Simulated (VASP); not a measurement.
# InAs (F-43m) in VASP: settings compared

The runs below take InAs through single point, with PBE, LDA.

All numbers are computed with VASP 6.6.1; they aren't measurements. Logs are shortened: lines on timing, memory, paths and dates and some standing lists are left out, and cuts for length are marked.

## 1. The cell of the first run

It takes space group F-43m (No. 216, cubic). Conventional cell: a = 6.109 Å, b = 6.109 Å, c = 6.109 Å, α = 90.00°, β = 90.00°, γ = 90.00°. Within 3.5 Å of In (site symmetry -43m) lie 4 As at 2.65 Å. Within 3.5 Å of As (site symmetry -43m) lie 4 In at 2.65 Å.

## 2. Single point, PBE

INCAR reads:

```
PREC = Accurate
ENCUT = 520
EDIFF = 1E-7
ISMEAR = -1
SIGMA = 0.02
LREAL = F
LASPH = T
NELM = 80
ALGO = Normal
ISIF = 2
LWAVE = F
LCHARG = F
GGA = PE
NBANDS = 16
```

KPOINTS reads:

```
Automatic mesh
0
Gamma
  8 8 8
```

POSCAR reads:

```
InAs
1.0
    0.0000000000      3.0545904655      3.0545904655
    3.0545904655      0.0000000000      3.0545904655
    3.0545904655      3.0545904655      0.0000000000
In As
1 1
Direct
    0.0000000000      0.0000000000      0.0000000000
    0.2500000000      0.2500000000      0.2500000000
```

Potentials or basis: VASP PAW PBE potentials, release 64 (In_d, As).

The run is started by

```sh
cat potpaw_PBE.64/In_d/POTCAR potpaw_PBE.64/As/POTCAR > POTCAR
mpirun -np 1 vasp_std > vasp.out
```

OUTCAR:

```text
PREC = Accurate
   ENCUT = 520
   EDIFF = 1E-7
   ISMEAR = -1
   LREAL = F
   LASPH = T
   NELM = 80
   ISIF = 2
   GGA = PE

 ion  position               nearest neighbor table
   1  0.000  0.000  0.000-   2 2.65   2 2.65   2 2.65   2 2.65
   2  0.250  0.250  0.250-   1 2.65   1 2.65   1 2.65   1 2.65

  LATTYP: Found a face centered cubic cell.
 ALAT       =     6.1091809310

  Lattice vectors:

 A1 = (   0.0000000000,   3.0545904655,   3.0545904655)
 A2 = (   3.0545904655,   0.0000000000,   3.0545904655)
 A3 = (   3.0545904655,   3.0545904655,   0.0000000000)

Analysis of symmetry for initial positions (statically):
=====================================================================
 Subroutine PRICEL returns:
 Original cell was already a primitive cell.

 Routine SETGRP: Setting up the symmetry group for a
 face centered cubic supercell.

 Subroutine GETGRP returns: Found 24 space group operations
 (whereof 24 operations were pure point group operations)
 out of a pool of 48 trial point group operations.

The static configuration has the point symmetry T_d .

Analysis of symmetry for dynamics (positions and initial velocities):
=====================================================================
 Subroutine PRICEL returns:
 Original cell was already a primitive cell.

 Routine SETGRP: Setting up the symmetry group for a
 face centered cubic supercell.

 Subroutine GETGRP returns: Found 24 space group operations
 (whereof 24 operations were pure point group operations)
 out of a pool of 48 trial point group operations.

The dynamic configuration has the point symmetry T_d .

 Subroutine INISYM returns: Found 24 space group operations
 (whereof 24 operations are pure point group operations),
 and found     1 'primitive' translations

----------------------------------------------------------------------------------------

                                     Primitive cell

  volume of cell :      57.0019

  direct lattice vectors                    reciprocal lattice vectors
     0.000000000  3.054590466  3.054590466    -0.163688064  0.163688064  0.163688064
     3.054590466  0.000000000  3.054590466     0.163688064 -0.163688064  0.163688064
     3.054590466  3.054590466  0.000000000     0.163688064  0.163688064 -0.163688064

  length of vectors
     4.319843264  4.319843264  4.319843264     0.283516044  0.283516044  0.283516044

  position of ions in fractional coordinates (direct lattice)
     0.000000000  0.000000000  0.000000000
     0.250000000  0.250000000  0.250000000

  ion indices of the primitive-cell ions
   primitive index   ion index
                 1           1
                 2           2

----------------------------------------------------------------------------------------

 KPOINTS: Automatic mesh

Automatic generation of k-mesh.
 Grid dimensions read from file:
 generate k-points for:    8    8    8

 Generating k-lattice:

  Cartesian coordinates                     Fractional coordinates (reciprocal lattice)
    -0.020461008  0.020461008  0.020461008     0.125000000  0.000000000  0.000000000
     0.020461008 -0.020461008  0.020461008     0.000000000  0.125000000  0.000000000
     0.020461008  0.020461008 -0.020461008     0.000000000  0.000000000  0.125000000

  Length of vectors
     0.035439505  0.035439505  0.035439505

  Shift w.r.t. Gamma in fractional coordinates (k-lattice)
     0.000000000  0.000000000  0.000000000

 Subroutine IBZKPT returns following result:
 ===========================================

 Found     29 irreducible k-points:

 Following reciprocal coordinates:
            Coordinates               Weight
  0.000000  0.000000  0.000000      1.000000
  0.125000  0.000000  0.000000      8.000000
  0.250000  0.000000  0.000000      8.000000
  0.375000  0.000000  0.000000      8.000000
  0.500000  0.000000  0.000000      4.000000
  0.125000  0.125000  0.000000      6.000000
[... 16 lines left out ...]
  0.500000  0.250000  0.125000     48.000000
 -0.375000  0.250000  0.125000     24.000000
 [... further k-points ...]
   k-points           NKPTS =     29   k-points in BZ     NKDIM =     29   number of bands    NBANDS=     16
   number of dos      NEDOS =    301   number of ions     NIONS =      2
   total plane-waves  NPLWV =  32768
   dimension x,y,z NGX =    32 NGY =   32 NGZ =   32
   dimension x,y,z NGXF=    64 NGYF=   64 NGZF=   64
   ions per type =               1   1
   NGX,Y,Z   is equivalent  to a cutoff of  12.31, 12.31, 12.31 a.u.
   NGXF,Y,Z  is equivalent  to a cutoff of  24.63, 24.63, 24.63 a.u.
 SYSTEM =  unknown system
   PREC   = accura    normal or accurate (medium, high low for compatibility)
   ISTART =      0    job   : 0-new  1-cont  2-samecut
   ICHARG =      2    charge: 1-file 2-atom 10-const
   ISPIN  =      1    spin polarized calculation?
   LNONCOLLINEAR =      F non collinear calculations
   LSORBIT =      F    spin-orbit coupling
   LASPH  =      T    aspherical Exc in radial PAW
   ENCUT  =  520.0 eV  38.22 Ry    6.18 a.u.   8.03  8.03  8.03*2*pi/ulx,y,z
   NELM   =     80;   NELMIN=  2; NELMDL= -5     # of ELM steps
   EDIFF  = 0.1E-06   stopping-criterion for ELM
   LREAL  =      F    real-space projection
   EDIFFG = 0.1E-05   stopping-criterion for IOM
   NSW    =      0    number of steps for IOM
   IBRION =     -1    ionic relax: 0-MD 1-quasi-New 2-CG
   NFREE  =      0    steps in history (QN), initial steepest desc. (CG)
   ISIF   =      2    stress and relaxation
   ISYM   =      2    0-nonsym 1-usesym 2-fastsym
   POTIM  = 0.5000    time-step for ionic-motion
   TEBEG  =    0.0;   TEEND  =   0.0 temperature during run
   PSTRESS=    0.0 pullay stress
   NELECT =      18.0000    total number of electrons
   NUPDOWN=      -1.0000    fix difference up-down
   EMIN   =  10.00;   EMAX   =-10.00  energy-range for DOS
   EFERMI =   0.00;   METHOD = LEGACY
   ISMEAR =    -1;   SIGMA  =   0.02  broadening in eV -4-tet -1-fermi 0-gaus
   EFERMI_NEDOS =   21; number of points for ismear=-14 and -15
   IALGO  =     38    algorithm
   IMIX   =      4    mixing-type and parameters
     AMIX     =   0.40;   BMIX     =  1.00
     AMIX_MAG =   1.60;   BMIX_MAG =  1.00
  volume/ion in A,a.u.               =      28.50       192.33
  Fermi-wavevector in a.u.,A,eV,Ry     =   1.114815  2.106694 16.909480  1.242812
  Thomas-Fermi vector in A             =   2.251413
   LORBIT       =      0    0 simple, 1 ext, 2 COOP (PROOUT), +10 PAW based schemes
   GGA     = PE    functional components
[... 5 lines left out ...]
 non-spin polarized calculation
  energy-cutoff  :      520.00
  volume of cell :       57.00
 maximum number of plane-waves:      1572
   NGX = 17   NGY = 17   NGZ = 17

 number of electron      17.9999996 magnetization

 Free energy of the ion-electron system (eV)
  ---------------------------------------------------
  ext. energy  EPLUGINS =         0.00000000
  ---------------------------------------------------
  free energy    TOTEN  =        -7.70191639 eV

  energy without entropy =       -7.70176646  energy(sigma->0) =       -7.70184143

 E-fermi :   4.2170     XC(G=0):  -8.9584

 val. band max:        4.2031113484   @ k =   0.0000   0.0000   0.0000
 cond. band min:       5.0935934235   @ k =   0.5000   0.0000   0.0000
 fundamental gap:      0.8904820751
 Fermi energy:         4.2170020923

 k-point     1 :       0.0000    0.0000    0.0000
  band No.  band energies     occupation
      1     -10.1298      2.00000
      2     -10.1298      2.00000
      3     -10.1298      2.00000
      4     -10.0163      2.00000
      5     -10.0163      2.00000
      6      -7.4640      2.00000
[... 8 lines left out ...]
     15      13.8043      0.00000
     16      13.8043      0.00000

 k-point     2 :       0.1250    0.0000    0.0000
  band No.  band energies     occupation
      1     -10.1472      2.00000
      2     -10.1246      2.00000
      3     -10.1246      2.00000
      4     -10.0164      2.00000
      5     -10.0164      2.00000
      6      -7.3115      2.00000
[... 8 lines left out ...]
     15      12.9628      0.00000
     16      12.9628      0.00000

 k-point     3 :       0.2500    0.0000    0.0000
  band No.  band energies     occupation
      1     -10.1868      2.00000
      2     -10.1133      2.00000
      3     -10.1133      2.00000
      4     -10.0152      2.00000
      5     -10.0152      2.00000
      6      -6.8945      2.00000
[... 8 lines left out ...]
     15      12.7214      0.00000
     16      12.7214      0.00000

 k-point     4 :       0.3750    0.0000    0.0000
  band No.  band energies     occupation
      1     -10.2237      2.00000
      2     -10.1043      2.00000
      3     -10.1043      2.00000
      4     -10.0115      2.00000
      5     -10.0115      2.00000
      6      -6.3658      2.00000
[... 8 lines left out ...]
     15      13.6296      0.00000
     16      13.6296      0.00000

 k-point     5 :       0.5000    0.0000    0.0000
  band No.  band energies     occupation
      1     -10.2383      2.00000
      2     -10.1015      2.00000
      3     -10.1015      2.00000
      4     -10.0091      2.00000
      5     -10.0091      2.00000
      6      -6.0877      2.00000
[... 8 lines left out ...]
     15      14.8416      0.00000
     16      14.8416      0.00000

 k-point     6 :       0.1250    0.1250    0.0000
  band No.  band energies     occupation
      1     -10.1583      2.00000
      2     -10.1195      2.00000
      3     -10.1195      2.00000
      4     -10.0203      2.00000
      5     -10.0133      2.00000
      6      -7.2610      2.00000
[... 8 lines left out ...]
     15      12.8022      0.00000
     16      13.9719      0.00000
[... 267 lines left out ...]
 k-point    21 :       0.5000    0.5000    0.0000
  band No.  band energies     occupation
      1     -10.2928      2.00000
      2     -10.0570      2.00000
      3     -10.0570      2.00000
      4     -10.0500      2.00000
      5      -9.9959      2.00000
      6      -5.5786      2.00000
[... 8 lines left out ...]
     15      15.6225      0.00000
     16      16.2789      0.00000

 k-point    22 :       0.3750    0.2500    0.1250
  band No.  band energies     occupation
      1     -10.2206      2.00000
      2     -10.0995      2.00000
      3     -10.0953      2.00000
      4     -10.0266      2.00000
      5     -10.0077      2.00000
      6      -6.5532      2.00000
[... 8 lines left out ...]
     15      14.2318      0.00000
     16      14.8547      0.00000

 k-point    23 :       0.5000    0.2500    0.1250
  band No.  band energies     occupation
      1     -10.2445      2.00000
      2     -10.0946      2.00000
      3     -10.0853      2.00000
      4     -10.0244      2.00000
      5     -10.0077      2.00000
      6      -6.0805      2.00000
[... 8 lines left out ...]
     15      14.3791      0.00000
     16      15.2136      0.00000

 k-point    24 :      -0.3750    0.2500    0.1250
  band No.  band energies     occupation
      1     -10.2535      2.00000
      2     -10.0937      2.00000
      3     -10.0817      2.00000
      4     -10.0207      2.00000
      5     -10.0095      2.00000
      6      -5.8379      2.00000
[... 8 lines left out ...]
     15      14.5303      0.00000
     16      15.1927      0.00000

 [... further k-points ...]

------------------------ aborting loop because EDIFF is reached ----------------------------------------

  FORCE on cell =-STRESS in cart. coord.  units (eV):
  Direction    XX          YY          ZZ          XY          YZ          ZX
  --------------------------------------------------------------------------------------
  -------------------------------------------------------------------------------------
  Total        0.7388366      0.7388366      0.7388366     -0.0000000     -0.0000000     -0.0000000
  in kB       20.7668210     20.7668210     20.7668210     -0.0000000     -0.0000000     -0.0000000
  external PRESSURE =      20.7668210 kB  Pullay stress =       0.0000000 kB

 VOLUME and BASIS-vectors are now :
 -----------------------------------------------------------------------------
  energy-cutoff  :      520.00
  volume of cell :       57.00
      direct lattice vectors                 reciprocal lattice vectors
     0.000000000  3.054590466  3.054590466    -0.163688064  0.163688064  0.163688064
     3.054590466  0.000000000  3.054590466     0.163688064 -0.163688064  0.163688064
     3.054590466  3.054590466  0.000000000     0.163688064  0.163688064 -0.163688064

 POSITION                                       TOTAL-FORCE (eV/Angst)
 -----------------------------------------------------------------------------------
      0.00000      0.00000      0.00000         0.000000      0.000000     -0.000000
      1.52730      1.52730      1.52730        -0.000000     -0.000000      0.000000
 -----------------------------------------------------------------------------------
    total drift:                               -0.000000     -0.000000     -0.000000

  FREE ENERGIE OF THE ION-ELECTRON SYSTEM (eV)
  ---------------------------------------------------
  free  energy   TOTEN  =        -7.7019163900 eV

  energy  without entropy=       -7.7017664602  energy(sigma->0) =       -7.70184143
```

It took 41 s on 1 thread of Intel Xeon 8259CL, shared host; peak memory 0.18 GiB.

What came out:

```
Free energy            : -7.7019 eV
Pressure               : 2.1 GPa
Band gap on the k mesh : zero (filled and empty bands touch)
```

Levels at points of the mesh, in eV from the Fermi level:
```
           k point  band 6  band 7  band 8  band 9  band 10  band 11  band 12  band 13
(0.00, 0.00, 0.00)  -11.68   -0.37   -0.01   -0.01    -0.01     3.88     3.88     3.88
(0.50, 0.00, 0.00)  -10.30   -5.62   -0.96   -0.96     0.88     4.64     4.64     6.80
(0.50, 0.50, 0.00)   -9.80   -5.72   -2.24   -2.24     1.58     2.04     8.97     9.04
```

Caveat: semilocal functionals underestimate gaps, so a narrow gap can read as zero; spin-orbit coupling is left out, which moves the levels of the heavy elements.

## 3. Single point, LDA

INCAR reads:

```
SYSTEM = InAs
PREC = Accurate
ENCUT = 520
EDIFF = 1E-6
ISMEAR = -1
SIGMA = 0.02
LREAL = .FALSE.
LASPH = .TRUE.
NELM = 60
ALGO = Normal
ISIF = 2
LWAVE = .FALSE.
LCHARG = .TRUE.
GGA = CA
LELF = .TRUE.
LVHAR = .TRUE.
NBANDS = 16
```

KPOINTS reads:

```
regular mesh
0
G
  8 8 8
  0 0 0
```

POSCAR is that of step 2.

Potentials or basis: VASP PAW LDA potentials, release 64 (In_d, As).

The run is started by

```sh
cat potpaw_LDA.64/In_d/POTCAR potpaw_LDA.64/As/POTCAR > POTCAR
mpirun -np 1 vasp_std > vasp.out
```

OUTCAR:

```text
SYSTEM = InAs
   PREC = Accurate
   ENCUT = 520
   EDIFF = 1E-6
   ISMEAR = -1
   LREAL = .FALSE.
   LASPH = .TRUE.
   NELM = 60
   ISIF = 2
   GGA = CA

 ion  position               nearest neighbor table
   1  0.000  0.000  0.000-   2 2.65   2 2.65   2 2.65   2 2.65
   2  0.250  0.250  0.250-   1 2.65   1 2.65   1 2.65   1 2.65

  LATTYP: Found a face centered cubic cell.
 ALAT       =     6.1091809310

  Lattice vectors:

[... 641 lines left out ...]

------------------------ aborting loop because EDIFF is reached ----------------------------------------

  FORCE on cell =-STRESS in cart. coord.  units (eV):
  Direction    XX          YY          ZZ          XY          YZ          ZX
  --------------------------------------------------------------------------------------
  -------------------------------------------------------------------------------------
  Total       -0.7526228     -0.7526228     -0.7526228      0.0000000      0.0000000     -0.0000000
  in kB      -21.1543159    -21.1543159    -21.1543159      0.0000000      0.0000000     -0.0000000
  external PRESSURE =     -21.1543159 kB  Pullay stress =       0.0000000 kB

 VOLUME and BASIS-vectors are now :
 -----------------------------------------------------------------------------
  energy-cutoff  :      520.00
  volume of cell :       57.00
      direct lattice vectors                 reciprocal lattice vectors
     0.000000000  3.054590466  3.054590466    -0.163688064  0.163688064  0.163688064
     3.054590466  0.000000000  3.054590466     0.163688064 -0.163688064  0.163688064
     3.054590466  3.054590466  0.000000000     0.163688064  0.163688064 -0.163688064

 POSITION                                       TOTAL-FORCE (eV/Angst)
 -----------------------------------------------------------------------------------
      0.00000      0.00000      0.00000        -0.000000     -0.000000     -0.000000
      1.52730      1.52730      1.52730         0.000000      0.000000      0.000000
 -----------------------------------------------------------------------------------
    total drift:                               -0.000000     -0.000000      0.000000

  FREE ENERGIE OF THE ION-ELECTRON SYSTEM (eV)
  ---------------------------------------------------
  free  energy   TOTEN  =        -9.0116929608 eV

  energy  without entropy=       -9.0115431383  energy(sigma->0) =       -9.01161805
```

OSZICAR:

```text
N       E                     dE             d eps       ncg     rms          rms(c)
DAV:   1     0.110347905446E+03    0.11035E+03   -0.81933E+03   944   0.122E+03
DAV:   2    -0.185929377649E+01   -0.11221E+03   -0.10755E+03  1008   0.296E+02
DAV:   3    -0.910998342700E+01   -0.72507E+01   -0.72160E+01  1176   0.736E+01
DAV:   4    -0.930410450884E+01   -0.19412E+00   -0.19399E+00  1144   0.135E+01
DAV:   5    -0.931352968637E+01   -0.94252E-02   -0.94250E-02  1368   0.258E+00    0.444E+00
DAV:   6    -0.905078958748E+01    0.26274E+00   -0.35801E-01  1456   0.994E+00    0.245E+00
DAV:   7    -0.901515775021E+01    0.35632E-01   -0.99488E-02  1320   0.272E+00    0.668E-01
DAV:   8    -0.901176248230E+01    0.33953E-02   -0.10650E-02  1184   0.118E+00    0.188E-01
DAV:   9    -0.901166579436E+01    0.96688E-04   -0.73095E-04  1192   0.249E-01    0.114E-01
DAV:  10    -0.901168996182E+01   -0.24167E-04   -0.91192E-05  1392   0.141E-01    0.620E-02
DAV:  11    -0.901169528887E+01   -0.53270E-05   -0.25914E-05  1344   0.915E-02    0.453E-02
DAV:  12    -0.901169293306E+01    0.23558E-05   -0.39642E-06  1144   0.242E-02    0.662E-03
DAV:  13    -0.901169296078E+01   -0.27718E-07   -0.61899E-07   608   0.436E-03
   1 F= -.90116930E+01 E0= -.90116180E+01  d E =-.149822E-03
```

It took 31 s on 1 thread of Intel Xeon 8259CL, shared host; peak memory 0.16 GiB.

What came out:

```
Free energy            : -9.0117 eV
Pressure               : -2.1 GPa
Band gap on the k mesh : zero (filled and empty bands touch)
```

Caveat: semilocal functionals underestimate gaps, so a narrow gap can read as zero; spin-orbit coupling is left out, which moves the levels of the heavy elements.
